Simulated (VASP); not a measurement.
# TeAs2 (I4_1/amd) in VASP: notebook

TeAs2 is run at these levels: PBEsol; tasks: single point.

Everything below comes from runs of VASP 6.6.1. Logs are shortened: lines on timing, memory, paths and dates and some standing lists are left out, and cuts for length are marked.

## Step 1: The cell of the first run

Symmetry: I4_1/amd, No. 141, tetragonal system. Conventional cell: a = 7.113 Å, b = 7.113 Å, c = 5.881 Å, α = 90.00°, β = 90.00°, γ = 90.00°. Within 3.7 Å of Te (site symmetry -4m2) lie 4 As at 2.83 Å. As (site symmetry 2/m) has 2 Te at 2.83 Å and 6 As at 2.91 to 3.56 Å within 3.7 Å.

## Step 2: Single point, PBEsol

INCAR

```
PREC = Accurate
ENCUT = 520
EDIFF = 1E-7
ISMEAR = 1
SIGMA = 0.2
LREAL = False
LASPH = True
NELM = 80
ALGO = Normal
ISIF = 2
LWAVE = False
LCHARG = False
GGA = PS
NBANDS = 25
```

KPOINTS

```
regular mesh
0
Gamma
  8 8 8
```

POSCAR

```
TeAs2
1.0
   -3.5564540000      3.5564540000      2.9405160000
    3.5564540000     -3.5564540000      2.9405160000
    3.5564540000      3.5564540000     -2.9405160000
Te As
2 4
Direct
    0.7500000000      0.2500000000      0.5000000000
    0.0000000000      0.0000000000      0.0000000000
    0.3750000000      0.6250000000      0.2500000000
    0.3750000000      0.1250000000      0.7500000000
    0.3750000000      0.6250000000      0.7500000000
    0.8750000000      0.6250000000      0.2500000000
```

Potentials or basis: VASP PAW PBE potentials, release 64 (Te, As).

Launch:

```sh
cat potpaw_PBE.64/Te/POTCAR potpaw_PBE.64/As/POTCAR > POTCAR
mpirun -np 1 vasp_std > vasp.out
```

OUTCAR:

```text
PREC = Accurate
   ENCUT = 520
   EDIFF = 1E-7
   ISMEAR = 1
   LREAL = False
   LASPH = True
   NELM = 80
   ISIF = 2
   GGA = PS

 ion  position               nearest neighbor table
   1  0.750  0.250  0.500-   4 2.83   6 2.83   5 2.83   3 2.83
   2  0.000  0.000  0.000-   4 2.83   6 2.83   3 2.83   5 2.83
   3  0.375  0.625  0.250-   1 2.83   2 2.83   6 2.91   5 2.91   5 2.91   6 2.91
   4  0.375  0.125  0.750-   1 2.83   2 2.83   5 2.91   6 2.91   5 2.91   6 2.91
   5  0.375  0.625  0.750-   2 2.83   1 2.83   4 2.91   3 2.91   4 2.91   3 2.91
   6  0.875  0.625  0.250-   1 2.83   2 2.83   3 2.91   4 2.91   3 2.91   4 2.91

  LATTYP: Found a body centered tetragonal cell.
 ALAT       =     7.1129080000
 C/A-ratio  =     0.8268112001

  Lattice vectors:

 A1 = (  -3.5564540000,   3.5564540000,   2.9405160000)
 A2 = (   3.5564540000,  -3.5564540000,   2.9405160000)
 A3 = (   3.5564540000,   3.5564540000,  -2.9405160000)

Analysis of symmetry for initial positions (statically):
=====================================================================
 Subroutine PRICEL returns:
 Original cell was already a primitive cell.

 Routine SETGRP: Setting up the symmetry group for a
 body centered tetragonal supercell.

 Subroutine GETGRP returns: Found 16 space group operations
 (whereof  8 operations were pure point group operations)
 out of a pool of 16 trial point group operations.

The static configuration has the point symmetry D_2d.
 The point group associated with its full space group is D_4h.

Analysis of symmetry for dynamics (positions and initial velocities):
=====================================================================
 Subroutine PRICEL returns:
 Original cell was already a primitive cell.

 Routine SETGRP: Setting up the symmetry group for a
 body centered tetragonal supercell.

 Subroutine GETGRP returns: Found 16 space group operations
 (whereof  8 operations were pure point group operations)
 out of a pool of 16 trial point group operations.

The dynamic configuration has the point symmetry D_2d.
 The point group associated with its full space group is D_4h.

 Subroutine INISYM returns: Found 16 space group operations
 (whereof  8 operations are pure point group operations),
 and found     1 'primitive' translations

----------------------------------------------------------------------------------------

                                     Primitive cell

  volume of cell :     148.7709

  direct lattice vectors                    reciprocal lattice vectors
    -3.556454000  3.556454000  2.940516000     0.000000000  0.140589475  0.170038184
     3.556454000 -3.556454000  2.940516000     0.140589475  0.000000000  0.170038184
     3.556454000  3.556454000 -2.940516000     0.140589475  0.140589475  0.000000000

  length of vectors
     5.826093413  5.826093413  5.826093413     0.220631785  0.220631785  0.198823542

  position of ions in fractional coordinates (direct lattice)
     0.750000000  0.250000000  0.500000000
     0.000000000  0.000000000  0.000000000
     0.375000000  0.625000000  0.250000000
     0.375000000  0.125000000  0.750000000
     0.375000000  0.625000000  0.750000000
     0.875000000  0.625000000  0.250000000

  ion indices of the primitive-cell ions
   primitive index   ion index
                 1           1
                 2           2
                 3           3
                 4           4
                 5           5
                 6           6

----------------------------------------------------------------------------------------

 KPOINTS: regular mesh

Automatic generation of k-mesh.
 Grid dimensions read from file:
 generate k-points for:    8    8    8

 Generating k-lattice:

  Cartesian coordinates                     Fractional coordinates (reciprocal lattice)
     0.000000000  0.017573684  0.021254773     0.125000000  0.000000000 -0.000000000
     0.017573684  0.000000000  0.021254773     0.000000000  0.125000000 -0.000000000
     0.017573684  0.017573684  0.000000000     0.000000000  0.000000000  0.125000000

  Length of vectors
     0.027578973  0.027578973  0.024852943

  Shift w.r.t. Gamma in fractional coordinates (k-lattice)
     0.000000000  0.000000000  0.000000000

 Subroutine IBZKPT returns following result:
 ===========================================

 Found     59 irreducible k-points:

 Following reciprocal coordinates:
            Coordinates               Weight
  0.000000  0.000000  0.000000      1.000000
  0.125000  0.000000  0.000000      8.000000
  0.250000  0.000000  0.000000      8.000000
  0.375000  0.000000 -0.000000      8.000000
  0.500000  0.000000  0.000000      4.000000
  0.125000  0.125000 -0.000000      8.000000
[... 16 lines left out ...]
  0.250000  0.125000  0.125000     16.000000
  0.375000  0.125000  0.125000      8.000000
 [... further k-points ...]
   k-points           NKPTS =     59   k-points in BZ     NKDIM =     59   number of bands    NBANDS=     25
   number of dos      NEDOS =    301   number of ions     NIONS =      6
   total plane-waves  NPLWV = 110592
   dimension x,y,z NGX =    48 NGY =   48 NGZ =   48
   dimension x,y,z NGXF=    96 NGYF=   96 NGZF=   96
   ions per type =               2   4
   NGX,Y,Z   is equivalent  to a cutoff of  13.70, 13.70, 13.70 a.u.
   NGXF,Y,Z  is equivalent  to a cutoff of  27.39, 27.39, 27.39 a.u.
 SYSTEM =  unknown system
   PREC   = accura    normal or accurate (medium, high low for compatibility)
   ISTART =      0    job   : 0-new  1-cont  2-samecut
   ICHARG =      2    charge: 1-file 2-atom 10-const
   ISPIN  =      1    spin polarized calculation?
   LNONCOLLINEAR =      F non collinear calculations
   LSORBIT =      F    spin-orbit coupling
   LASPH  =      T    aspherical Exc in radial PAW
   ENCUT  =  520.0 eV  38.22 Ry    6.18 a.u.  10.83 10.83 10.83*2*pi/ulx,y,z
   NELM   =     80;   NELMIN=  2; NELMDL= -5     # of ELM steps
   EDIFF  = 0.1E-06   stopping-criterion for ELM
   LREAL  =      F    real-space projection
   EDIFFG = 0.1E-05   stopping-criterion for IOM
   NSW    =      0    number of steps for IOM
   IBRION =     -1    ionic relax: 0-MD 1-quasi-New 2-CG
   NFREE  =      0    steps in history (QN), initial steepest desc. (CG)
   ISIF   =      2    stress and relaxation
   ISYM   =      2    0-nonsym 1-usesym 2-fastsym
   POTIM  = 0.5000    time-step for ionic-motion
   TEBEG  =    0.0;   TEEND  =   0.0 temperature during run
   PSTRESS=    0.0 pullay stress
   NELECT =      32.0000    total number of electrons
   NUPDOWN=      -1.0000    fix difference up-down
   EMIN   =  10.00;   EMAX   =-10.00  energy-range for DOS
   EFERMI =   0.00;   METHOD = LEGACY
   ISMEAR =     1;   SIGMA  =   0.20  broadening in eV -4-tet -1-fermi 0-gaus
   EFERMI_NEDOS =   21; number of points for ismear=-14 and -15
   IALGO  =     38    algorithm
   IMIX   =      4    mixing-type and parameters
     AMIX     =   0.40;   BMIX     =  1.00
     AMIX_MAG =   1.60;   BMIX_MAG =  1.00
  volume/ion in A,a.u.               =      24.80       167.33
  Fermi-wavevector in a.u.,A,eV,Ry     =   0.980887  1.853607 13.090692  0.962139
  Thomas-Fermi vector in A             =   2.111851
   LORBIT       =      0    0 simple, 1 ext, 2 COOP (PROOUT), +10 PAW based schemes
   GGA     = PS    functional components
   LHFCALC =     F    Hartree Fock is set to
   AEXX    =    0.0000 exact exchange contribution
   IVDW    =     0    specifies the selected vdW correction
   LEPSILON=     F    determine dielectric tensor
   LRPA    =     F    only Hartree local field effects (RPA)
 non-spin polarized calculation
 Methfessel and Paxton  Order N= 1 SIGMA  =   0.20
  energy-cutoff  :      520.00
  volume of cell :      148.77
 maximum number of plane-waves:      4035
 NGX is ok and might be reduce to    48
   NGX = 21   NGY = 21   NGZ = 21

 number of electron      31.9999998 magnetization

 Free energy of the ion-electron system (eV)
  ---------------------------------------------------
  ext. energy  EPLUGINS =         0.00000000
  ---------------------------------------------------
  free energy    TOTEN  =       -26.34079560 eV

  energy without entropy =      -26.34026938  energy(sigma->0) =      -26.34062019

 E-fermi :   5.5015     XC(G=0):  -9.9801

 val. band max:        5.4964753411   @ k =  -0.2500   0.5000   0.2500
 cond. band min:       5.5016087970   @ k =   0.2500   0.2500  -0.0000
 fundamental gap:      0.0051334559
 Fermi energy:         5.5014951809

 k-point     1 :       0.0000    0.0000    0.0000
  band No.  band energies     occupation
      1      -8.4707      2.00000
      2      -5.3368      2.00000
      3      -4.6530      2.00000
      4      -4.6530      2.00000
      5      -3.8572      2.00000
      6      -3.3453      2.00000
[... 17 lines left out ...]
     24      10.4858      0.00000
     25      10.8286      0.00000

 k-point     2 :       0.1250    0.0000    0.0000
  band No.  band energies     occupation
      1      -8.3704      2.00000
      2      -5.5084      2.00000
      3      -4.6873      2.00000
      4      -4.6833      2.00000
      5      -4.0687      2.00000
      6      -3.3101      2.00000
[... 17 lines left out ...]
     24      10.1003      0.00000
     25      11.1466      0.00000

 k-point     3 :       0.2500    0.0000    0.0000
  band No.  band energies     occupation
      1      -8.0723      2.00000
      2      -5.7773      2.00000
      3      -5.2379      2.00000
      4      -4.7532      2.00000
      5      -4.3507      2.00000
      6      -2.9786      2.00000
[... 552 lines left out ...]
 k-point    23 :       0.2500    0.1250    0.1250
  band No.  band energies     occupation
      1      -7.4437      2.00000
      2      -6.1538      2.00000
      3      -5.9525      2.00000
      4      -5.5480      2.00000
      5      -3.8019      2.00000
      6      -2.6008      2.00000
[... 17 lines left out ...]
     24       9.6769      0.00000
     25      11.1219      0.00000

 k-point    24 :       0.3750    0.1250    0.1250
  band No.  band energies     occupation
      1      -6.8722      2.00000
      2      -6.7114      2.00000
      3      -6.1092      2.00000
      4      -5.6853      2.00000
      5      -3.7545      2.00000
      6      -2.4347      2.00000
[... 17 lines left out ...]
     24       9.9952      0.00000
     25      11.0022      0.00000

 [... further k-points ...]

------------------------ aborting loop because EDIFF is reached ----------------------------------------

  FORCE on cell =-STRESS in cart. coord.  units (eV):
  Direction    XX          YY          ZZ          XY          YZ          ZX
  --------------------------------------------------------------------------------------
  -------------------------------------------------------------------------------------
  Total       -3.0593348     -3.0593348     -4.1758285      0.0000000      0.0000000      0.0000000
  in kB      -32.9472869    -32.9472869    -44.9712857      0.0000000      0.0000000      0.0000000
  external PRESSURE =     -36.9552865 kB  Pullay stress =       0.0000000 kB

 VOLUME and BASIS-vectors are now :
 -----------------------------------------------------------------------------
  energy-cutoff  :      520.00
  volume of cell :      148.77
      direct lattice vectors                 reciprocal lattice vectors
    -3.556454000  3.556454000  2.940516000     0.000000000  0.140589475  0.170038184
     3.556454000 -3.556454000  2.940516000     0.140589475  0.000000000  0.170038184
     3.556454000  3.556454000 -2.940516000     0.140589475  0.140589475  0.000000000

 POSITION                                       TOTAL-FORCE (eV/Angst)
 -----------------------------------------------------------------------------------
      0.00000      3.55645      1.47026         0.000000     -0.000000     -0.000000
      0.00000      0.00000      0.00000        -0.000000      0.000000     -0.000000
      1.77823     -0.00000      2.20539        -0.000000     -0.000000      0.000000
      1.77823      3.55645     -0.73513        -0.000000     -0.000000      0.000000
      3.55645      1.77823      0.73513        -0.000000     -0.000000      0.000000
     -0.00000      1.77823      3.67564        -0.000000     -0.000000      0.000000
 -----------------------------------------------------------------------------------
    total drift:                                0.000000     -0.000000      0.000000

  FREE ENERGIE OF THE ION-ELECTRON SYSTEM (eV)
  ---------------------------------------------------
  free  energy   TOTEN  =       -26.3407955986 eV

  energy  without entropy=      -26.3402693850  energy(sigma->0) =      -26.34062019
```

Run time: 2.3 min. Hardware: 1 thread of Intel Xeon 6975P-C (Granite Rapids), shared host; peak memory 0.42 GiB.

What came out:

| Item | Value |
| --- | --- |
| Free energy | -26.3408 eV |
| Pressure | -3.7 GPa |
| Band gap on the k mesh | zero (bands 16 and 17 overlap by 0.55 eV) |

Levels at points of the mesh, in eV from the Fermi level:
```csv
k point,band 14,band 15,band 16,band 17,band 18,band 19
"(0.00, 0.00, 0.00)",-2.06,-2.06,-0.65,1.72,3.07,3.07
"(0.50, 0.00, 0.00)",-0.84,-0.31,-0.30,-0.12,0.24,1.43
"(0.50, 0.50, 0.00)",-1.09,-0.94,-0.94,-0.20,-0.20,2.03
"(0.50, 0.50, 0.50)",-0.71,0.11,0.11,0.18,0.18,0.78
```

Caveat: the cell stands under tension; the PAW data sets were made with another functional, which shifts forces and pressure a little; spin-orbit coupling is left out, which moves the levels of the heavy elements.

## Step 3: Single point, PBEsol

INCAR

```
SYSTEM = TeAs2
PREC = Accurate
ENCUT = 520
EDIFF = 1E-7
ISMEAR = 1
SIGMA = 0.3
LREAL = .False.
LASPH = .True.
NELM = 60
ALGO = Normal
ISIF = 2
LWAVE = .False.
LCHARG = .False.
GGA = PS
NBANDS = 25
```

KPOINTS

```
regular mesh
0
Gamma
  8 8 8
  0 0 0
```

POSCAR is that of step 2.

Potentials or basis: VASP PAW PBE potentials, release 64 (Te, As).

Launch:

```sh
cat potpaw_PBE.64/Te/POTCAR potpaw_PBE.64/As/POTCAR > POTCAR
mpirun -np 1 vasp_std > vasp.out
```

OUTCAR:

```text
SYSTEM = TeAs2
   PREC = Accurate
   ENCUT = 520
   EDIFF = 1E-7
   ISMEAR = 1
   LREAL = .False.
   LASPH = .True.
   NELM = 60
   ISIF = 2
   GGA = PS

 ion  position               nearest neighbor table
   1  0.750  0.250  0.500-   4 2.83   6 2.83   5 2.83   3 2.83
   2  0.000  0.000  0.000-   4 2.83   6 2.83   3 2.83   5 2.83
   3  0.375  0.625  0.250-   1 2.83   2 2.83   6 2.91   5 2.91   5 2.91   6 2.91
   4  0.375  0.125  0.750-   1 2.83   2 2.83   5 2.91   6 2.91   5 2.91   6 2.91
   5  0.375  0.625  0.750-   2 2.83   1 2.83   4 2.91   3 2.91   4 2.91   3 2.91
[... 884 lines left out ...]
  Total       -3.0395236     -3.0395236     -4.2116340      0.0000000      0.0000000      0.0000000
  in kB      -32.7339323    -32.7339323    -45.3568907      0.0000000      0.0000000      0.0000000
  external PRESSURE =     -36.9415851 kB  Pullay stress =       0.0000000 kB

 VOLUME and BASIS-vectors are now :
 -----------------------------------------------------------------------------
  energy-cutoff  :      520.00
  volume of cell :      148.77
      direct lattice vectors                 reciprocal lattice vectors
    -3.556454000  3.556454000  2.940516000     0.000000000  0.140589475  0.170038184
     3.556454000 -3.556454000  2.940516000     0.140589475  0.000000000  0.170038184
     3.556454000  3.556454000 -2.940516000     0.140589475  0.140589475  0.000000000

 POSITION                                       TOTAL-FORCE (eV/Angst)
 -----------------------------------------------------------------------------------
      0.00000      3.55645      1.47026         0.000000      0.000000      0.000000
      0.00000      0.00000      0.00000        -0.000000     -0.000000     -0.000000
      1.77823     -0.00000      2.20539        -0.000000      0.000000      0.000000
      1.77823      3.55645     -0.73513        -0.000000      0.000000      0.000000
      3.55645      1.77823      0.73513        -0.000000      0.000000      0.000000
     -0.00000      1.77823      3.67564        -0.000000      0.000000      0.000000
 -----------------------------------------------------------------------------------
    total drift:                                0.000000     -0.000000      0.000000

  FREE ENERGIE OF THE ION-ELECTRON SYSTEM (eV)
  ---------------------------------------------------
  free  energy   TOTEN  =       -26.3419222690 eV

  energy  without entropy=      -26.3364616872  energy(sigma->0) =      -26.34010208
```

OSZICAR:

```text
N       E                     dE             d eps       ncg     rms          rms(c)
DAV:   1     0.122797365519E+03    0.12280E+03   -0.11930E+04  2950   0.105E+03
DAV:   2    -0.163371386727E+02   -0.13913E+03   -0.13044E+03  3795   0.163E+02
DAV:   3    -0.262231488593E+02   -0.98860E+01   -0.95688E+01  3840   0.432E+01
DAV:   4    -0.263746013400E+02   -0.15145E+00   -0.15099E+00  3406   0.612E+00
DAV:   5    -0.263769212256E+02   -0.23199E-02   -0.23186E-02  3699   0.853E-01    0.965E+00
DAV:   6    -0.263509056538E+02    0.26016E-01   -0.18349E-02  3403   0.787E-01    0.576E+00
DAV:   7    -0.263419104404E+02    0.89952E-02   -0.26276E-02  3522   0.728E-01    0.604E-01
DAV:   8    -0.263419813060E+02   -0.70866E-04   -0.10126E-03  3502   0.164E-01    0.287E-01
DAV:   9    -0.263419256345E+02    0.55671E-04   -0.22212E-04  3425   0.645E-02    0.766E-02
DAV:  10    -0.263419228334E+02    0.28011E-05   -0.66473E-06  3418   0.132E-02    0.168E-02
DAV:  11    -0.263419222285E+02    0.60497E-06   -0.75104E-07  3645   0.413E-03    0.197E-03
DAV:  12    -0.263419222690E+02   -0.40499E-07   -0.39546E-08  1690   0.110E-03
   1 F= -.26341922E+02 E0= -.26340102E+02  d E =-.546058E-02
```

stdout:

```text
POSCAR found type information on POSCAR TeAs
 POSCAR found :  2 types and       6 ions
 scaLAPACK will be used
 -----------------------------------------------------------------------------
|                                                                             |
|                                                                             |
|     You enforced a specific xc type in the INCAR file but a different       |
|     I HOPE YOU KNOW WHAT YOU ARE DOING!                                     |
|                                                                             |
 -----------------------------------------------------------------------------

 LDA part: xc-table for (Slater+PW92), standard interpolation
 POSCAR, INCAR and KPOINTS ok, starting setup
 FFT: planning ... GRIDC
 FFT: planning ... GRID_SOFT
 FFT: planning ... GRID
 WAVECAR not read
 entering main loop
```

It took 1.7 min on 1 thread of Intel Xeon 6975P-C (Granite Rapids), shared host; peak memory 0.43 GiB.

Results:

```yaml
Free_energy: -26.3419 eV
Pressure: -3.7 GPa
Band_gap_on_the_k_mesh: zero (bands 16 and 17 overlap by 0.55 eV)
```

Levels at points of the mesh, in eV from the Fermi level:
| k point | band 14 | band 15 | band 16 | band 17 | band 18 | band 19 |
| --- | --- | --- | --- | --- | --- | --- |
| (0.00, 0.00, 0.00) | -2.06 | -2.06 | -0.66 | 1.72 | 3.06 | 3.06 |
| (0.50, 0.00, 0.00) | -0.85 | -0.32 | -0.31 | -0.13 | 0.24 | 1.42 |
| (0.50, 0.50, 0.00) | -1.10 | -0.94 | -0.94 | -0.20 | -0.20 | 2.02 |
| (0.50, 0.50, 0.50) | -0.72 | 0.10 | 0.10 | 0.17 | 0.17 | 0.77 |

Caveat: the cell stands under tension; so wide a smearing shifts energies and pressures; the PAW data sets were made with another functional, which shifts forces and pressure a little; spin-orbit coupling is left out, which moves the levels of the heavy elements.

[end of part 1 of 2]
